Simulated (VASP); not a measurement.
# VCu3S4 (P-43m) in VASP: notebook

VCu3S4 is run at these levels: LDA; tasks: single point.

Program: VASP 6.6.1. These are calculated values, not measurements. Logs are shortened: lines on timing, memory, paths and dates and some standing lists are left out, and cuts for length are marked.

### 1 The cell of the first run

The structure is cubic, space group P-43m (No. 215). Conventional cell: a = 5.391 Å, b = 5.391 Å, c = 5.391 Å, α = 90.00°, β = 90.00°, γ = 90.00°. V (site symmetry -43m) has 4 S at 2.21 Å and 6 Cu at 2.70 Å within 2.9 Å. Cu (site symmetry -42m) has 4 S at 2.30 Å and 2 V at 2.70 Å within 3.0 Å. S (site symmetry 3m) has 1 V at 2.21 Å and 3 Cu at 2.30 Å within 2.9 Å.

### 2 Single point, LDA, collinear spin, ferromagnetic start

Input file INCAR:

```
PREC = Accurate
ENCUT = 520
EDIFF = 1E-7
ISMEAR = -1
SIGMA = 0.1
LREAL = F
LASPH = T
NELM = 150
ALGO = Normal
ISIF = 2
LWAVE = F
LCHARG = F
ISPIN = 2
MAGMOM = 1 0 0 0 0 0 0 0
LORBIT = 11
LMAXMIX = 4
GGA = CA
NBANDS = 49
```

Input file KPOINTS:

```
Automatic mesh
0
Gamma
  4 4 4
```

Input file POSCAR:

```
VCu3S4
1.0
    5.3912000000      0.0000000000      0.0000000000
    0.0000000000      5.3912000000      0.0000000000
    0.0000000000      0.0000000000      5.3912000000
V Cu S
1 3 4
Direct
    0.0000000000      0.0000000000      0.0000000000
    0.5000000000      0.0000000000      0.0000000000
    0.0000000000      0.5000000000      0.0000000000
    0.0000000000      0.0000000000      0.5000000000
    0.2372000000      0.2372000000      0.2372000000
    0.2372000000      0.7628000000      0.7628000000
    0.7628000000      0.7628000000      0.2372000000
    0.7628000000      0.2372000000      0.7628000000
```

Potentials or basis: VASP PAW LDA potentials, release 64 (V_sv, Cu, S).

Run with:

```console
$ cat potpaw_LDA.64/V_sv/POTCAR potpaw_LDA.64/Cu/POTCAR potpaw_LDA.64/S/POTCAR > POTCAR
$ mpirun -np 1 vasp_std > vasp.out
```

OUTCAR:

```text
PREC = Accurate
   ENCUT = 520
   EDIFF = 1E-7
   ISMEAR = -1
   LREAL = F
   LASPH = T
   NELM = 150
   ISIF = 2
   ISPIN = 2
   LORBIT = 11
   GGA = CA

 ion  position               nearest neighbor table
   1  0.000  0.000  0.000-   5 2.21   6 2.21   7 2.21   8 2.21   3 2.70   4 2.70   2 2.70   4 2.70
                             3 2.70   2 2.70
   2  0.500  0.000  0.000-   5 2.30   6 2.30   7 2.30   8 2.30   1 2.70   1 2.70
   3  0.000  0.500  0.000-   5 2.30   6 2.30   7 2.30   8 2.30   1 2.70   1 2.70
   4  0.000  0.000  0.500-   5 2.30   6 2.30   7 2.30   8 2.30   1 2.70   1 2.70
   5  0.237  0.237  0.237-   1 2.21   2 2.30   3 2.30   4 2.30
   6  0.237  0.763  0.763-   1 2.21   2 2.30   3 2.30   4 2.30
   7  0.763  0.763  0.237-   1 2.21   2 2.30   3 2.30   4 2.30
   8  0.763  0.237  0.763-   1 2.21   2 2.30   3 2.30   4 2.30

  LATTYP: Found a simple cubic cell.
 ALAT       =     5.3912000000

  Lattice vectors:

 A1 = (   5.3912000000,   0.0000000000,   0.0000000000)
 A2 = (   0.0000000000,   5.3912000000,   0.0000000000)
 A3 = (   0.0000000000,   0.0000000000,   5.3912000000)

Analysis of symmetry for initial positions (statically):
=====================================================================
 Subroutine PRICEL returns:
 Original cell was already a primitive cell.

 Routine SETGRP: Setting up the symmetry group for a
 simple cubic supercell.

 Subroutine GETGRP returns: Found 24 space group operations
 (whereof 24 operations were pure point group operations)
 out of a pool of 48 trial point group operations.

The static configuration has the point symmetry T_d .

Analysis of symmetry for dynamics (positions and initial velocities):
=====================================================================
 Subroutine PRICEL returns:
 Original cell was already a primitive cell.

 Routine SETGRP: Setting up the symmetry group for a
 simple cubic supercell.

 Subroutine GETGRP returns: Found 24 space group operations
 (whereof 24 operations were pure point group operations)
 out of a pool of 48 trial point group operations.

The dynamic configuration has the point symmetry T_d .

Analysis of structural, dynamic, and magnetic symmetry:
=====================================================================
 Subroutine PRICEL returns:
 Original cell was already a primitive cell.

 Routine SETGRP: Setting up the symmetry group for a
 simple cubic supercell.
[... 144 lines left out ...]
  ---------------------------------------------------
  ext. energy  EPLUGINS =         0.00000000
  ---------------------------------------------------
  free energy    TOTEN  =       -47.65294206 eV

  energy without entropy =      -47.64973977  energy(sigma->0) =      -47.65134091

 E-fermi :   4.1785     XC(G=0):  -9.9138

 val. band max:        3.7244435630   @ k =   0.5000   0.5000   0.5000
 cond. band min:       4.7140316949   @ k =   0.5000   0.0000   0.0000
 fundamental gap:      0.9895881319
 Fermi energy:         4.1785355350

 spin component 1

 k-point     1 :       0.0000    0.0000    0.0000
  band No.  band energies     occupation
      1     -60.0929      1.00000
      2     -34.4101      1.00000
      3     -34.4101      1.00000
      4     -34.4101      1.00000
      5     -10.0298      1.00000
      6      -8.7877      1.00000
[... 489 lines left out ...]
     46      10.7731      0.00000
     47      10.7731      0.00000
 Fermi energy:         4.1785355350

 spin component 2

 k-point     1 :       0.0000    0.0000    0.0000
  band No.  band energies     occupation
      1     -60.0929      1.00000
      2     -34.4101      1.00000
      3     -34.4101      1.00000
      4     -34.4101      1.00000
      5     -10.0298      1.00000
      6      -8.7877      1.00000
[... 489 lines left out ...]
     46      10.7731      0.00000
     47      10.7731      0.00000
 [bands above 47 left out]

------------------------ aborting loop because EDIFF is reached ----------------------------------------

  FORCE on cell =-STRESS in cart. coord.  units (eV):
  Direction    XX          YY          ZZ          XY          YZ          ZX
  --------------------------------------------------------------------------------------
  -------------------------------------------------------------------------------------
  Total       -5.2664942     -5.2664942     -5.2664942     -0.0000000     -0.0000000      0.0000000
  in kB      -53.8487791    -53.8487791    -53.8487791     -0.0000000     -0.0000000      0.0000000
  external PRESSURE =     -53.8487791 kB  Pullay stress =       0.0000000 kB

 VOLUME and BASIS-vectors are now :
 -----------------------------------------------------------------------------
  energy-cutoff  :      520.00
  volume of cell :      156.70
      direct lattice vectors                 reciprocal lattice vectors
     5.391200000  0.000000000  0.000000000     0.185487461  0.000000000  0.000000000
     0.000000000  5.391200000  0.000000000     0.000000000  0.185487461  0.000000000
     0.000000000  0.000000000  5.391200000     0.000000000  0.000000000  0.185487461

 POSITION                                       TOTAL-FORCE (eV/Angst)
 -----------------------------------------------------------------------------------
      0.00000      0.00000      0.00000         0.000000      0.000000      0.000000
      2.69560      0.00000      0.00000         0.000000      0.000000      0.000000
      0.00000      2.69560      0.00000        -0.000000      0.000000      0.000000
      0.00000      0.00000      2.69560         0.000000      0.000000      0.000000
      1.27879      1.27879      1.27879        -0.300270     -0.300270     -0.300270
      1.27879      4.11241      4.11241        -0.300270      0.300270      0.300270
      4.11241      4.11241      1.27879         0.300270      0.300270     -0.300270
      4.11241      1.27879      4.11241         0.300270     -0.300270      0.300270
 -----------------------------------------------------------------------------------
    total drift:                               -0.000000     -0.000000     -0.000000

  FREE ENERGIE OF THE ION-ELECTRON SYSTEM (eV)
  ---------------------------------------------------
  free  energy   TOTEN  =       -47.6529420555 eV

  energy  without entropy=      -47.6497397738  energy(sigma->0) =      -47.65134091

 total charge

# of ion       s       p       d       tot
------------------------------------------
    1        2.300   6.262   3.208  11.770
    2        0.406   0.431   9.205  10.042
    3        0.406   0.431   9.205  10.042
    4        0.406   0.431   9.205  10.042
    5        1.339   2.346   0.000   3.685
    6        1.339   2.346   0.000   3.685
    7        1.339   2.346   0.000   3.685
    8        1.339   2.346   0.000   3.685
--------------------------------------------------
tot          8.876  16.937  30.823  56.636

 magnetization (x)

# of ion       s       p       d       tot
------------------------------------------
    1        0.000   0.000   0.000   0.000
    2        0.000   0.000  -0.000  -0.000
    3        0.000   0.000  -0.000  -0.000
    4        0.000   0.000  -0.000  -0.000
    5       -0.000  -0.000   0.000  -0.000
    6       -0.000  -0.000   0.000  -0.000
    7       -0.000  -0.000   0.000  -0.000
    8       -0.000  -0.000   0.000  -0.000
--------------------------------------------------
tot          0.000  -0.000   0.000   0.000
```

OSZICAR:

```text
N       E                     dE             d eps       ncg     rms          rms(c)
DAV:   1     0.720958455526E+03    0.72096E+03   -0.29592E+04  1976   0.168E+03
DAV:   2     0.509834676816E+02   -0.66997E+03   -0.63993E+03  1986   0.425E+02
DAV:   3    -0.460362418019E+02   -0.97020E+02   -0.91257E+02  2458   0.173E+02
DAV:   4    -0.537286378181E+02   -0.76924E+01   -0.76330E+01  3023   0.510E+01
DAV:   5    -0.538995063110E+02   -0.17087E+00   -0.17074E+00  3040   0.829E+00    0.318E+01
DAV:   6    -0.516478916894E+02    0.22516E+01   -0.63623E+01  2807   0.133E+02    0.167E+01
DAV:   7    -0.482470118057E+02    0.34009E+01   -0.19622E+01  2646   0.822E+01    0.120E+01
DAV:   8    -0.480468258940E+02    0.20019E+00   -0.59416E+00  3134   0.318E+01    0.818E+00
DAV:   9    -0.476616553062E+02    0.38517E+00   -0.11780E+00  3030   0.188E+01    0.228E+00
DAV:  10    -0.476550997185E+02    0.65556E-02   -0.14680E-01  3119   0.356E+00    0.848E-01
DAV:  11    -0.476533554296E+02    0.17443E-02   -0.25299E-02  2707   0.114E+00    0.613E-01
DAV:  12    -0.476530397625E+02    0.31567E-03   -0.37125E-03  2731   0.493E-01    0.230E-01
DAV:  13    -0.476529451171E+02    0.94645E-04   -0.34230E-04  2845   0.204E-01    0.101E-01
DAV:  14    -0.476529494885E+02   -0.43714E-05   -0.93966E-05  3066   0.705E-02    0.571E-02
DAV:  15    -0.476529449307E+02    0.45578E-05   -0.62986E-05  2670   0.658E-02    0.232E-02
DAV:  16    -0.476529422163E+02    0.27144E-05   -0.64826E-06  2830   0.248E-02    0.116E-02
DAV:  17    -0.476529420073E+02    0.20904E-06   -0.14108E-06  2723   0.851E-03    0.443E-03
DAV:  18    -0.476529420555E+02   -0.48231E-07   -0.32658E-07  2150   0.534E-03
   1 F= -.47652942E+02 E0= -.47651341E+02  d E =-.320228E-02  mag=     0.0000
```

stdout:

```text
POSCAR found type information on POSCAR V CuS
 POSCAR found :  3 types and       8 ions
 scaLAPACK will be used
 LDA part: xc-table for (Slater(with rela. corr.)+CA(PZ))
 , standard interpolation
 POSCAR, INCAR and KPOINTS ok, starting setup
 FFT: planning ... GRIDC
 FFT: planning ... GRID_SOFT
 FFT: planning ... GRID
 WAVECAR not read
 entering main loop
```

It took 2.3 min on 1 thread of Intel Xeon Platinum 8375C at 2.90GHz (Ice Lake), shared host; peak memory 0.28 GiB.

Results:

```
Free energy                                           : -47.6529 eV
Pressure                                              : -5.4 GPa
Largest force                                         : 0.520 eV/Å
Band gap on the k mesh                                : 0.99 eV (least direct gap 1.36 eV)
Net moment                                            : 0.00 μB per cell
Valence electrons inside the program's atomic spheres : V 11.77; Cu 10.04; S 3.69
```

Forces on the atoms (eV/Å):
```
V    0.000  0.000  0.000
Cu   0.000  0.000  0.000
Cu   0.000  0.000  0.000
Cu   0.000  0.000  0.000
S   -0.300 -0.300 -0.300
S   -0.300  0.300  0.300
S    0.300  0.300 -0.300
S    0.300 -0.300  0.300
```

Levels at points of the mesh, in eV from the valence-band top:
Spin up:
```
           k point  band 32  band 33  band 34  band 35  band 36  band 37  band 38  band 39
(0.00, 0.00, 0.00)    -1.50    -0.65    -0.65    -0.65     1.11     1.11     1.82     1.82
(0.50, 0.00, 0.00)    -1.37    -1.36    -0.59    -0.59     0.99     1.27     1.56     1.80
(0.50, 0.50, 0.00)    -1.71    -0.94    -0.94    -0.16     1.22     1.42     1.59     1.99
(0.50, 0.50, 0.50)    -1.91     0.00     0.00     0.00     1.54     1.54     2.15     2.15
```
Spin down:
| k point | band 32 | band 33 | band 34 | band 35 | band 36 | band 37 | band 38 | band 39 |
| --- | --- | --- | --- | --- | --- | --- | --- | --- |
| (0.00, 0.00, 0.00) | -1.50 | -0.65 | -0.65 | -0.65 | 1.11 | 1.11 | 1.82 | 1.82 |
| (0.50, 0.00, 0.00) | -1.37 | -1.36 | -0.59 | -0.59 | 0.99 | 1.27 | 1.56 | 1.80 |
| (0.50, 0.50, 0.00) | -1.71 | -0.94 | -0.94 | -0.16 | 1.22 | 1.42 | 1.59 | 1.99 |
| (0.50, 0.50, 0.50) | -1.91 | 0.00 | 0.00 | 0.00 | 1.54 | 1.54 | 2.15 | 2.15 |

Caveat: the cell stands under tension.

### 3 Single point, LDA, collinear spin, ferromagnetic start

Input file INCAR:

```
  ALGO = Normal
  EDIFF = 1E-6
  ENCUT = 520
  ISIF = 2
  ISMEAR = -1
  ISPIN = 2
  LASPH = T
  LCHARG = F
  LMAXMIX = 4
  LORBIT = 11
  LREAL = F
  LWAVE = F
  MAGMOM = 1 0 0 0 0 0 0 0
  NBANDS = 49
  NELM = 150
  PREC = Accurate
  SIGMA = 0.1
```

Input file KPOINTS:

```
k-points
0
Gamma
  4 4 4
```

POSCAR is that of step 2.

Potentials or basis: VASP PAW LDA potentials, release 64 (V_sv, Cu, S).

Run with:

```console
$ cat potpaw_LDA.64/V_sv/POTCAR potpaw_LDA.64/Cu/POTCAR potpaw_LDA.64/S/POTCAR > POTCAR
$ mpirun -np 1 vasp_std > vasp.out
```

OUTCAR:

```text
EDIFF = 1E-6
   ENCUT = 520
   ISIF = 2
   ISMEAR = -1
   ISPIN = 2
   LASPH = T
   LORBIT = 11
   LREAL = F
   NELM = 150
   PREC = Accurate

 ion  position               nearest neighbor table
   1  0.000  0.000  0.000-   5 2.21   6 2.21   7 2.21   8 2.21   3 2.70   4 2.70   2 2.70   4 2.70
                             3 2.70   2 2.70
   2  0.500  0.000  0.000-   5 2.30   6 2.30   7 2.30   8 2.30   1 2.70   1 2.70
   3  0.000  0.500  0.000-   5 2.30   6 2.30   7 2.30   8 2.30   1 2.70   1 2.70
   4  0.000  0.000  0.500-   5 2.30   6 2.30   7 2.30   8 2.30   1 2.70   1 2.70
   5  0.237  0.237  0.237-   1 2.21   2 2.30   3 2.30   4 2.30
   6  0.237  0.763  0.763-   1 2.21   2 2.30   3 2.30   4 2.30
   7  0.763  0.763  0.237-   1 2.21   2 2.30   3 2.30   4 2.30
   8  0.763  0.237  0.763-   1 2.21   2 2.30   3 2.30   4 2.30

[... 1234 lines left out ...]
      1.27879      4.11241      4.11241        -0.299994      0.299994      0.299994
      4.11241      4.11241      1.27879         0.299994      0.299994     -0.299994
      4.11241      1.27879      4.11241         0.299994     -0.299994      0.299994
 -----------------------------------------------------------------------------------
    total drift:                               -0.000000     -0.000000     -0.000000

  FREE ENERGIE OF THE ION-ELECTRON SYSTEM (eV)
  ---------------------------------------------------
  free  energy   TOTEN  =       -47.6529419888 eV

  energy  without entropy=      -47.6497419820  energy(sigma->0) =      -47.65134199

 total charge

# of ion       s       p       d       tot
------------------------------------------
    1        2.300   6.262   3.208  11.770
    2        0.406   0.431   9.205  10.042
    3        0.406   0.431   9.205  10.042
    4        0.406   0.431   9.205  10.042
    5        1.339   2.346   0.000   3.685
    6        1.339   2.346   0.000   3.685
    7        1.339   2.346   0.000   3.685
    8        1.339   2.346   0.000   3.685
--------------------------------------------------
tot          8.876  16.937  30.823  56.636

 magnetization (x)

# of ion       s       p       d       tot
------------------------------------------
    1        0.000   0.000   0.000   0.000
    2       -0.000  -0.000  -0.000  -0.000
    3       -0.000  -0.000  -0.000  -0.000
    4       -0.000  -0.000  -0.000  -0.000
    5       -0.000  -0.000   0.000  -0.000
    6       -0.000  -0.000   0.000  -0.000
    7       -0.000  -0.000   0.000  -0.000
    8       -0.000  -0.000   0.000  -0.000
--------------------------------------------------
tot          0.000  -0.000   0.000   0.000
```

stdout:

```text
POSCAR found type information on POSCAR V CuS
 POSCAR found :  3 types and       8 ions
 scaLAPACK will be used
 LDA part: xc-table for (Slater(with rela. corr.)+CA(PZ))
 , standard interpolation
 POSCAR, INCAR and KPOINTS ok, starting setup
 FFT: planning ... GRIDC
 FFT: planning ... GRID_SOFT
 FFT: planning ... GRID
 WAVECAR not read
 entering main loop
```

Wall time 2.2 min (1 thread of Intel Xeon Platinum 8375C at 2.90GHz (Ice Lake), shared host); peak memory 0.28 GiB.

What came out:

- Free energy: -47.6529 eV
- Pressure: -5.4 GPa
- Largest force: 0.520 eV/Å
- Band gap on the k mesh: 0.99 eV (least direct gap 1.36 eV)
- Net moment: 0.00 μB per cell
- Valence electrons inside the program's atomic spheres: V 11.77; Cu 10.04; S 3.69

Forces in eV/Å, atoms in the order of the input:
```
V    0.000  0.000  0.000
Cu   0.000  0.000  0.000
Cu   0.000  0.000  0.000
Cu   0.000  0.000  0.000
S   -0.300 -0.300 -0.300
S   -0.300  0.300  0.300
S    0.300  0.300 -0.300
S    0.300 -0.300  0.300
```

Caveat: the cell stands under tension. A k mesh can miss the band edges.
